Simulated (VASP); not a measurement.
Wanted: the native input for a VASP 6.6.1 run.

| Property | Result |
| --- | --- |
| Task | single point |
| Functional | r2SCAN |
| Potentials or basis | VASP PAW PBE potentials, release 64 (Mg, O) |
| Cutoff | 520 eV |
| k mesh | 10 × 10 × 10 |
| Occupations | gaussian, width 0.01 eV |
| Spin | no spin polarisation |
| Dipole correction | no |
| Further INCAR settings | ALGO = Normal; EDIFF = 1e-07; NBANDS = 11 |

MgO:

```xyz
2
Lattice="0.0000 2.1547 2.1547 2.1547 0.0000 2.1547 2.1547 2.1547 0.0000" Properties=species:S:1:pos:R:3 pbc="T T T"
Mg    0.0000    0.0000    0.0000
O     2.1547    2.1547    2.1547
```

This cell differs from its parent crystal: strain +2.5%.

These files were run (other wordings do the same):

POSCAR

```
MgO
1.0
    0.0000000000      2.1547216012      2.1547216012
    2.1547216012      0.0000000000      2.1547216012
    2.1547216012      2.1547216012      0.0000000000
Mg O
1 1
Direct
    0.0000000000      0.0000000000      0.0000000000
    0.5000000000      0.5000000000      0.5000000000
```

INCAR.step1

```
PREC = Accurate
ENCUT = 520
ISMEAR = 0
SIGMA = 0.01
LREAL = False
LASPH = True
NELM = 80
NBANDS = 11
GGA = PE
ALGO = Normal
EDIFF = 1E-4
LWAVE = True
LCHARG = False
```

INCAR.step2

```
PREC = Accurate
ENCUT = 520
EDIFF = 1E-7
ISMEAR = 0
SIGMA = 0.01
LREAL = False
LASPH = True
NELM = 80
ALGO = Normal
ISIF = 2
LWAVE = False
LCHARG = False
METAGGA = R2SCAN
LMIXTAU = True
NBANDS = 11
ISTART = 1
```

KPOINTS

```
regular mesh
0
Gamma
  10 10 10
```

Potentials or basis: VASP PAW PBE potentials, release 64 (Mg, O).

Launch:

```sh
$ cat potpaw_PBE.64/Mg/POTCAR potpaw_PBE.64/O/POTCAR > POTCAR
$ cp INCAR.step1 INCAR
$ mpirun -np 1 vasp_std > vasp.out
$ cp INCAR.step2 INCAR
$ mpirun -np 1 vasp_std > vasp.out
```

It gave:

- Pressure: -11.7 GPa
- Band gap on the k mesh: 4.94 eV, direct

Caveat: the cell differs from its parent crystal (strain +2.5%); the PAW data sets were made with another functional, which shifts forces and pressure a little.

Run time: 18 s on 1 thread of Intel(R) Xeon(R) 6975P-C (Granite Rapids), with other jobs on the host, peak memory 0.14 GiB.
